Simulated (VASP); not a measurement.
# Al16H2O in VASP: notebook

Runs on Al16H2O. Level: PBE+D3(BJ). Tasks: single point.

Program: VASP 6.6.1. These are calculated values, not measurements. Logs are shortened: lines on timing, memory, paths and dates and some standing lists are left out, and cuts for length are marked.

### Step 1. The cell of the first run

The cell holds a slab with vacuum, 19 atoms: a = 5.728 Å, b = 5.728 Å, c = 19.075 Å, α = 90.00°, β = 90.00°, γ = 90.00°.

### Step 2. Single point, PBE+D3(BJ)

Contents of INCAR:

```
SYSTEM = Al16H2O
PREC = Accurate
ENCUT = 520
EDIFF = 1E-6
ISMEAR = -1
SIGMA = 0.15
LREAL = Auto
LASPH = .True.
NELM = 100
ALGO = Normal
ISIF = 2
LWAVE = .False.
LCHARG = .False.
GGA = PE
IVDW = 12
NBANDS = 43
```

Contents of KPOINTS:

```
Automatic mesh
0
Gamma
  3 3 1
  0 0 0
```

Contents of POSCAR:

```
Al16H2O
1.0
    5.7275650000      0.0000000000      0.0000000000
    0.0000000000      5.7275650000      0.0000000000
    0.0000000000      0.0000000000     19.0750000000
Al O H
16 1 2
Direct
    0.2499999564      0.2499999564      0.0524245872
    0.7500000436      0.2499999564      0.0524245872
    0.2499999564      0.7500000436      0.0524245872
    0.7500000436      0.7500000436      0.0524245872
    0.0012478252      0.0034431735      0.1560064482
    0.5000741153      0.0060978793      0.1554877588
    0.0027404316      0.5020618710      0.1557867890
    0.5008363938      0.5030219648      0.1564268414
    0.2533375003      0.2600606017      0.2653934469
    0.7554410993      0.2600157309      0.2640486501
    0.2538555215      0.7636363795      0.2632070773
    0.7538316894      0.7621708353      0.2617764613
    0.0103979614      0.0230897423      0.3739282831
    0.5171380857      0.0098338474      0.3649873132
    0.0022695508      0.5334485073      0.3635821756
    0.5044454319      0.5101057779      0.3664536828
    1.0902460295      0.1357096777      0.4909470511
    1.2442371235      0.2058696846      0.4816911664
    0.9925683951      0.2694803114      0.5036383224
```

Potentials or basis: VASP PAW PBE potentials, release 64 (Al, O, H).

Started as:

```
$ cat potpaw_PBE.64/Al/POTCAR potpaw_PBE.64/O/POTCAR potpaw_PBE.64/H/POTCAR > POTCAR
$ mpirun -np 1 vasp_std > vasp.out
```

OUTCAR:

```text
SYSTEM = Al16H2O
   PREC = Accurate
   ENCUT = 520
   EDIFF = 1E-6
   ISMEAR = -1
   LREAL = Auto
   LASPH = .True.
   NELM = 100
   ISIF = 2
   GGA = PE
   IVDW = 12
 IVDW          = 12

 ion  position               nearest neighbor table
   1  0.250  0.250  0.052-   6 2.80   5 2.82   7 2.82   8 2.85   2 2.86   3 2.86   2 2.86   3 2.86

   2  0.750  0.250  0.052-   6 2.80   5 2.82   7 2.84   8 2.84   1 2.86   4 2.86   4 2.86   1 2.86

   3  0.250  0.750  0.052-   7 2.81   8 2.83   5 2.84   6 2.84   1 2.86   4 2.86   4 2.86   1 2.86
[... 23 lines left out ...]
  15  0.002  0.533  0.364-  11 2.74  12 2.74  13 2.81   9 2.83  10 2.84  16 2.85  16 2.88  13 2.93

  16  0.504  0.510  0.366-   9 2.80  10 2.82  11 2.84  12 2.85  15 2.85  14 2.86  14 2.87  15 2.88

  17  0.090  0.136  0.491-  19 0.98  18 0.99  13 2.37
  18  0.244  0.206  0.482-  17 0.99
  19  0.993  0.269  0.504-  17 0.98

  LATTYP: Found a simple tetragonal cell.
 ALAT       =     5.7275650000
 C/A-ratio  =     3.3303856002

  Lattice vectors:

 A1 = (   5.7275650000,   0.0000000000,   0.0000000000)
 A2 = (   0.0000000000,   5.7275650000,   0.0000000000)
 A3 = (   0.0000000000,   0.0000000000,  19.0750000000)

Analysis of symmetry for initial positions (statically):
=====================================================================
 Subroutine PRICEL returns:
 Original cell was already a primitive cell.

 Routine SETGRP: Setting up the symmetry group for a
 simple tetragonal supercell.

 Subroutine GETGRP returns: Found  1 space group operations
 (whereof  1 operations were pure point group operations)
 out of a pool of 16 trial point group operations.

The static configuration has the point symmetry C_1 .

Analysis of symmetry for dynamics (positions and initial velocities):
=====================================================================
 Subroutine PRICEL returns:
 Original cell was already a primitive cell.

 Routine SETGRP: Setting up the symmetry group for a
 simple tetragonal supercell.

 Subroutine GETGRP returns: Found  1 space group operations
 (whereof  1 operations were pure point group operations)
 out of a pool of 16 trial point group operations.

The dynamic configuration has the point symmetry C_1 .

 Subroutine INISYM returns: Found  1 space group operations
[... 112 lines left out ...]
   LREAL  =      T    real-space projection
   EDIFFG = 0.1E-04   stopping-criterion for IOM
   NSW    =      0    number of steps for IOM
   IBRION =     -1    ionic relax: 0-MD 1-quasi-New 2-CG
   NFREE  =      0    steps in history (QN), initial steepest desc. (CG)
   ISIF   =      2    stress and relaxation
   ISYM   =      2    0-nonsym 1-usesym 2-fastsym
   POTIM  = 0.5000    time-step for ionic-motion
   TEBEG  =    0.0;   TEEND  =   0.0 temperature during run
   PSTRESS=    0.0 pullay stress
   NELECT =      56.0000    total number of electrons
   NUPDOWN=      -1.0000    fix difference up-down
   EMIN   =  10.00;   EMAX   =-10.00  energy-range for DOS
   EFERMI =   0.00;   METHOD = LEGACY
   ISMEAR =    -1;   SIGMA  =   0.15  broadening in eV -4-tet -1-fermi 0-gaus
   EFERMI_NEDOS =   21; number of points for ismear=-14 and -15
   IALGO  =     38    algorithm
   IMIX   =      4    mixing-type and parameters
     AMIX     =   0.40;   BMIX     =  1.00
     AMIX_MAG =   1.60;   BMIX_MAG =  1.00
  volume/ion in A,a.u.               =      32.93       222.25
  Fermi-wavevector in a.u.,A,eV,Ry     =   0.732267  1.383783  7.295642  0.536215
  Thomas-Fermi vector in A             =   1.824688
   LORBIT       =      0    0 simple, 1 ext, 2 COOP (PROOUT), +10 PAW based schemes
   GGA     = PE    functional components
   LHFCALC =     F    Hartree Fock is set to
   AEXX    =    0.0000 exact exchange contribution
   IVDW    =    12    specifies the selected vdW correction
   LEPSILON=     F    determine dielectric tensor
   LRPA    =     F    only Hartree local field effects (RPA)
 non-spin polarized calculation
  energy-cutoff  :      520.00
  volume of cell :      625.76
 maximum number of plane-waves:     16899
 NGX is ok and might be reduce to    42
   NGX = 21   NGY = 21   NGZ = 71

 number of electron      56.0000002 magnetization

 Free energy of the ion-electron system (eV)
  ---------------------------------------------------
  ext. energy  EPLUGINS =         0.00000000
  ---------------------------------------------------
  free energy    TOTEN  =       -70.99505104 eV

  energy without entropy =      -70.51658131  energy(sigma->0) =      -70.75581618

 E-fermi :   1.4178     XC(G=0):  -5.6272

 val. band max:        1.3846958535   @ k =   0.0000   0.0000   0.0000
 cond. band min:       1.4503130516   @ k =   0.0000   0.0000   0.0000
 fundamental gap:      0.0656171981
 Fermi energy:         1.4177667078

 k-point     1 :       0.0000    0.0000    0.0000
  band No.  band energies     occupation
      1     -21.3617      2.00000
      2      -9.3107      2.00000
      3      -9.0033      2.00000
      4      -7.9729      2.00000
      5      -5.9510      2.00000
      6      -5.6642      2.00000
[... 204 lines left out ...]
     39       4.2002      0.00000
     40       4.5670      0.00000
 [bands above 40 left out]

------------------------ aborting loop because EDIFF is reached ----------------------------------------

 Edisp (eV)   -4.01641

 E8    (eV) :    -1.8392

  FORCE on cell =-STRESS in cart. coord.  units (eV):
  Direction    XX          YY          ZZ          XY          YZ          ZX
  --------------------------------------------------------------------------------------
  -------------------------------------------------------------------------------------
  Total      -8.66266    -8.70727    -1.66795    -0.10777    -0.96517    -0.50588
  in kB     -22.17977   -22.29400    -4.27061    -0.27593    -2.47120    -1.29525
  external pressure =      -16.25 kB  Pullay stress =        0.00 kB

 VOLUME and BASIS-vectors are now :
 -----------------------------------------------------------------------------
  energy-cutoff  :      520.00
  volume of cell :      625.76
      direct lattice vectors                 reciprocal lattice vectors
     5.727565000  0.000000000  0.000000000     0.174594265  0.000000000  0.000000000
     0.000000000  5.727565000  0.000000000     0.000000000  0.174594265  0.000000000
     0.000000000  0.000000000 19.075000000     0.000000000  0.000000000  0.052424640

 POSITION                                       TOTAL-FORCE (eV/Angst)
 -----------------------------------------------------------------------------------
      1.43189      1.43189      1.00000        -0.033832      0.012124      0.002455
      4.29567      1.43189      1.00000         0.049666      0.025467      0.034767
      1.43189      4.29567      1.00000        -0.000049      0.030324      0.052367
      4.29567      4.29567      1.00000         0.018159      0.017571      0.073613
      0.00715      0.01972      2.97582        -0.000721     -0.000667      0.002789
      2.86421      0.03493      2.96593         0.000631      0.000043      0.000018
[... 11 lines left out ...]
      1.39888      1.17913      9.18826         0.089301     -0.044836     -0.046726
      5.68500      1.54347      9.60690        -0.137055     -0.000849     -0.055385
 -----------------------------------------------------------------------------------
    total drift:                               -0.003866     -0.013705      0.007012

  FREE ENERGIE OF THE ION-ELECTRON SYSTEM (eV)
  ---------------------------------------------------
  free  energy   TOTEN  =       -75.0114621064 eV

  energy  without entropy=      -74.5329923830  energy(sigma->0) =      -74.77222724
```

OSZICAR:

```text
N       E                     dE             d eps       ncg     rms          rms(c)
DAV:   1     0.194865146079E+03    0.19487E+03   -0.18338E+04   430   0.968E+02
DAV:   2    -0.483278922720E+02   -0.24319E+03   -0.23270E+03   568   0.168E+02
DAV:   3    -0.742300447411E+02   -0.25902E+02   -0.25392E+02   588   0.501E+01
[... 15 lines left out ...]
DAV:  19    -0.709950125863E+02   -0.68673E-04   -0.67204E-06   437   0.853E-03    0.403E-03
DAV:  20    -0.709950468875E+02   -0.34301E-04   -0.34906E-06   430   0.494E-03    0.139E-03
DAV:  21    -0.709950494130E+02   -0.25256E-05   -0.47994E-07   385   0.271E-03    0.389E-04
DAV:  22    -0.709950508169E+02   -0.14039E-05   -0.31160E-07   339   0.162E-03    0.265E-04
DAV:  23    -0.709950510376E+02   -0.22074E-06   -0.50003E-08   345   0.814E-04
   1 F= -.75011462E+02 E0= -.74772227E+02  d E =-.478470E+00
```

stdout:

```text
POSCAR found type information on POSCAR AlO H
 POSCAR found :  3 types and      19 ions
 scaLAPACK will be used
 LDA part: xc-table for (Slater+PW92), standard interpolation
 POSCAR, INCAR and KPOINTS ok, starting setup
 FFT: planning ... GRIDC
 FFT: planning ... GRID_SOFT
 FFT: planning ... GRID
 WAVECAR not read
 entering main loop
```

Wall time 5.5 min (1 thread of Intel Xeon 6975P-C, shared host); peak memory 0.68 GiB.

What came out:

| Item | Value |
| --- | --- |
| Free energy | -75.0115 eV |
| Largest force | 0.168 eV/Å |
| Dispersion energy per atom | -0.211 eV |

Forces in eV/Å, atoms in the order of the input:
```
Al  -0.034  0.012  0.002
Al   0.050  0.025  0.035
Al   0.000  0.030  0.052
Al   0.018  0.018  0.074
Al  -0.001 -0.001  0.003
Al   0.001  0.000  0.000
Al  -0.001 -0.001  0.000
Al  -0.001 -0.001  0.004
Al   0.003  0.007  0.004
Al   0.006  0.006  0.003
Al   0.006  0.010  0.003
Al   0.004  0.007 -0.002
Al   0.012  0.017  0.036
Al   0.015  0.005  0.000
Al   0.003  0.024 -0.004
Al   0.006  0.006  0.004
O   -0.039 -0.120 -0.111
H    0.089 -0.045 -0.047
H   -0.137 -0.001 -0.055
```

Caveat: the k points lie up to 0.37 Å⁻¹ apart.

### Step 3. Single point, PBE+D3(BJ)

Contents of INCAR:

```
SYSTEM = Al16H2O
ALGO     = Normal         ! electronic algorithm
EDIFF    = 1E-7           ! SCF threshold, eV
ENCUT    = 520            ! plane-wave cutoff, eV
GGA      = PE             ! functional
ISIF     = 2              ! what is computed and relaxed
ISMEAR   = -1             ! smearing method
IVDW     = 12             ! dispersion correction
LASPH    = .TRUE.         ! aspherical terms in the spheres
LCHARG   = .FALSE.        ! write CHGCAR
LREAL    = Auto         
LWAVE    = .FALSE.        ! write WAVECAR
NBANDS   = 43             ! bands
NELM     = 100            ! most SCF steps
PREC     = Accurate       ! precision mode
SIGMA    = 0.15           ! smearing width, eV
```

Contents of KPOINTS:

```
k-points
0
G
  3 3 1
  0 0 0
```

Contents of POSCAR:

```
Al16H2O
1.0
    5.7275650000      0.0000000000      0.0000000000
    0.0000000000      5.7275650000      0.0000000000
    0.0000000000      0.0000000000     19.0750000000
Al O H
16 1 2
Direct
    0.2499999564      0.2499999564      0.0524245872
    0.7500000436      0.2499999564      0.0524245872
    0.2499999564      0.7500000436      0.0524245872
    0.7500000436      0.7500000436      0.0524245872
    0.0003378399      0.0019589477      0.1555485190
    0.4999807073      0.0031952496      0.1553087811
    0.0008216406      0.5015314536      0.1555663958
    0.5001106055      0.5015957043      0.1557470511
    0.2508266602      0.2550413657      0.2635564875
    0.7506900402      0.2550570792      0.2630208650
    0.2508607061      0.7567734281      0.2625069987
    0.7509749780      0.7567547466      0.2620156750
    0.0021199236      0.0093142548      0.3687041153
    0.5054854899      0.0056846147      0.3651045872
    0.0001719754      0.5160114289      0.3639309043
    0.5012335958      0.5052628822      0.3656325557
    1.1139625652      0.1813168423      0.5104322412
    1.2539723251      0.2451617747      0.4881943906
    1.0284328506      0.3197737608      0.5251584273
```

Potentials or basis: VASP PAW PBE potentials, release 64 (Al, O, H).

Started as:

```
$ cat potpaw_PBE.64/Al/POTCAR potpaw_PBE.64/O/POTCAR potpaw_PBE.64/H/POTCAR > POTCAR
$ mpirun -np 1 vasp_std > vasp.out
```

OUTCAR:

```text
SYSTEM = Al16H2O
   EDIFF = 1E-7
   ENCUT = 520
   GGA = PE
   ISIF = 2
   ISMEAR = -1
   IVDW = 12
   LASPH = .TRUE.
   LREAL = Auto
   NELM = 100
   PREC = Accurate
 IVDW          = 12

 ion  position               nearest neighbor table
   1  0.250  0.250  0.052-   6 2.81   5 2.82   7 2.83   8 2.83   2 2.86   3 2.86   2 2.86   3 2.86

   2  0.750  0.250  0.052-   6 2.81   5 2.82   8 2.83   7 2.83   1 2.86   4 2.86   4 2.86   1 2.86

   3  0.250  0.750  0.052-   7 2.82   8 2.82   5 2.83   6 2.83   1 2.86   4 2.86   4 2.86   1 2.86
[... 23 lines left out ...]
  15  0.000  0.516  0.364-  11 2.78  12 2.78   9 2.82  10 2.83  13 2.83  16 2.86  16 2.87  13 2.90

  16  0.501  0.505  0.366-   9 2.81  10 2.82  11 2.83  12 2.83  15 2.86  14 2.86  14 2.87  15 2.87

  17  0.114  0.181  0.510-  19 0.97  18 0.98
  18  0.254  0.245  0.488-  17 0.98
  19  0.028  0.320  0.525-  17 0.97

  LATTYP: Found a simple tetragonal cell.
 ALAT       =     5.7275650000
 C/A-ratio  =     3.3303856002

  Lattice vectors:

 A1 = (   5.7275650000,   0.0000000000,   0.0000000000)
 A2 = (   0.0000000000,   5.7275650000,   0.0000000000)
 A3 = (   0.0000000000,   0.0000000000,  19.0750000000)

Analysis of symmetry for initial positions (statically):
=====================================================================
 Subroutine PRICEL returns:
 Original cell was already a primitive cell.

 Routine SETGRP: Setting up the symmetry group for a
 simple tetragonal supercell.

 Subroutine GETGRP returns: Found  1 space group operations
 (whereof  1 operations were pure point group operations)
 out of a pool of 16 trial point group operations.

The static configuration has the point symmetry C_1 .

Analysis of symmetry for dynamics (positions and initial velocities):
=====================================================================
 Subroutine PRICEL returns:
 Original cell was already a primitive cell.
[... 145 lines left out ...]
  Thomas-Fermi vector in A             =   1.824688
   LORBIT       =      0    0 simple, 1 ext, 2 COOP (PROOUT), +10 PAW based schemes
   GGA     = PE    functional components
   LHFCALC =     F    Hartree Fock is set to
   AEXX    =    0.0000 exact exchange contribution
   IVDW    =    12    specifies the selected vdW correction
   LEPSILON=     F    determine dielectric tensor
   LRPA    =     F    only Hartree local field effects (RPA)
 non-spin polarized calculation
  energy-cutoff  :      520.00
  volume of cell :      625.76
 maximum number of plane-waves:     16899
 NGX is ok and might be reduce to    42
   NGX = 21   NGY = 21   NGZ = 71

 number of electron      55.9999998 magnetization

 Free energy of the ion-electron system (eV)
  ---------------------------------------------------
  ext. energy  EPLUGINS =         0.00000000
  ---------------------------------------------------
  free energy    TOTEN  =       -70.90827905 eV

  energy without entropy =      -70.42780837  energy(sigma->0) =      -70.66804371

 E-fermi :   1.2422     XC(G=0):  -5.6473

 val. band max:        1.2338446392   @ k =   0.0000   0.0000   0.0000
 cond. band min:       1.2737317033   @ k =   0.0000   0.0000   0.0000
 fundamental gap:      0.0398870641
 Fermi energy:         1.2422258547

 k-point     1 :       0.0000    0.0000    0.0000
  band No.  band energies     occupation
      1     -20.4094      2.00000
      2      -9.5143      2.00000
      3      -8.2202      2.00000
      4      -8.0735      2.00000
      5      -5.9044      2.00000
      6      -5.1038      2.00000
[... 204 lines left out ...]
     39       4.1083      0.00000
     40       4.4136      0.00000
 [bands above 40 left out]

------------------------ aborting loop because EDIFF is reached ----------------------------------------

 Edisp (eV)   -4.00411

 E8    (eV) :    -1.8365

  FORCE on cell =-STRESS in cart. coord.  units (eV):
  Direction    XX          YY          ZZ          XY          YZ          ZX
  --------------------------------------------------------------------------------------
  -------------------------------------------------------------------------------------
  Total      -8.62756    -8.73128    -0.48876    -0.08608    -0.50520    -0.25530
  in kB     -22.08991   -22.35547    -1.25141    -0.22041    -1.29351    -0.65368
  external pressure =      -15.23 kB  Pullay stress =        0.00 kB

 VOLUME and BASIS-vectors are now :
 -----------------------------------------------------------------------------
  energy-cutoff  :      520.00
  volume of cell :      625.76
      direct lattice vectors                 reciprocal lattice vectors
     5.727565000  0.000000000  0.000000000     0.174594265  0.000000000  0.000000000
     0.000000000  5.727565000  0.000000000     0.000000000  0.174594265  0.000000000
     0.000000000  0.000000000 19.075000000     0.000000000  0.000000000  0.052424640

 POSITION                                       TOTAL-FORCE (eV/Angst)
 -----------------------------------------------------------------------------------
      1.43189      1.43189      1.00000        -0.018886      0.012839     -0.004368
      4.29567      1.43189      1.00000         0.026417      0.016417      0.006041
      1.43189      4.29567      1.00000        -0.002745      0.014506      0.018695
      4.29567      4.29567      1.00000         0.010072      0.010646      0.025405
      0.00193      0.01122      2.96709        -0.000143     -0.002853     -0.000356
      2.86367      0.01830      2.96251        -0.000046     -0.001913     -0.000452
[... 11 lines left out ...]
      1.45464      1.40418      9.31231         0.103075     -0.015589     -0.060914
      0.16285      1.83153     10.01740        -0.120262      0.037096      0.026834
 -----------------------------------------------------------------------------------
    total drift:                               -0.007457     -0.028776      0.007918

  FREE ENERGIE OF THE ION-ELECTRON SYSTEM (eV)
  ---------------------------------------------------
  free  energy   TOTEN  =       -74.9123931294 eV

  energy  without entropy=      -74.4319224477  energy(sigma->0) =      -74.67215779
```

stdout:

```text
POSCAR found type information on POSCAR AlO H
 POSCAR found :  3 types and      19 ions
 scaLAPACK will be used
 LDA part: xc-table for (Slater+PW92), standard interpolation
 POSCAR, INCAR and KPOINTS ok, starting setup
 FFT: planning ... GRIDC
 FFT: planning ... GRID_SOFT
 FFT: planning ... GRID
 WAVECAR not read
 entering main loop
```

Run time: 5.7 min. Hardware: 1 thread of Intel Xeon 6975P-C, shared host; peak memory 0.67 GiB.

What came out:

```yaml
Free_energy: -74.9124 eV
Largest_force: 0.129 eV/Å
Dispersion_energy_per_atom: -0.211 eV
```

Forces in eV/Å, atoms in the order of the input:
```
Al  -0.019  0.013 -0.004
Al   0.026  0.016  0.006
Al  -0.003  0.015  0.019
Al   0.010  0.011  0.025
Al   0.000 -0.003  0.000
Al   0.000 -0.002  0.000
Al  -0.001 -0.002  0.000
Al   0.000 -0.003  0.001
Al   0.001  0.002  0.001
Al   0.001  0.002  0.000
Al   0.002  0.002  0.002
Al   0.003  0.001  0.001
Al   0.004  0.008  0.008
Al   0.002  0.001 -0.003
Al   0.002  0.016 -0.004
Al   0.002 -0.002 -0.001
O   -0.013 -0.094 -0.015
H    0.103 -0.016 -0.061
H   -0.120  0.037  0.027
```

Levels at points of the mesh, in eV from the Fermi level:
```tsv
k point	band 24	band 25	band 26	band 27	band 28	band 29	band 30	band 31	band 32	band 33
(0.00, 0.00, 0.00)	-1.39	-1.39	-1.28	-1.28	-0.06	-0.01	0.03	0.10	0.13	0.13
```

Caveat: the k points lie up to 0.37 Å⁻¹ apart.
